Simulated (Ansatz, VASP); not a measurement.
# One calculation of CuI, two programs

```
I Cu
1.0
     0.00000    3.03150    3.03150
     3.03150    0.00000    3.03150
     3.03150    3.03150    0.00000
I Cu
1 1
Direct
  0.00000 0.00000 0.00000
  0.75000 0.75000 0.75000
```

Alike in both runs: functional revPBE; k mesh 8 × 8 × 8; occupations fermi-dirac, width 0.05 eV; no spin polarisation.

|  | VASP | Ansatz |
| --- | --- | --- |
| version | VASP 6.6.1 | Ansatz 0.2.0 |
| potentials or method | VASP PAW PBE potentials, release 64 (I, Cu), cutoff 520 eV | all-electron LAPW, scalar-relativistic |
| task | single point | band structure |

```csv
,VASP,Ansatz,Ansatz less VASP
gap on the k mesh at the Fermi level (eV),1.24,1.22,-0.018
least direct gap on the mesh (eV),1.24,1.22,-0.018
pressure (GPa),1.8,1.8,-0.01
```

VASP's potentials were made for PBE, not for revPBE. Ansatz ran all-electron here, and VASP with PAW potentials.

Neither program's run includes spin-orbit coupling.
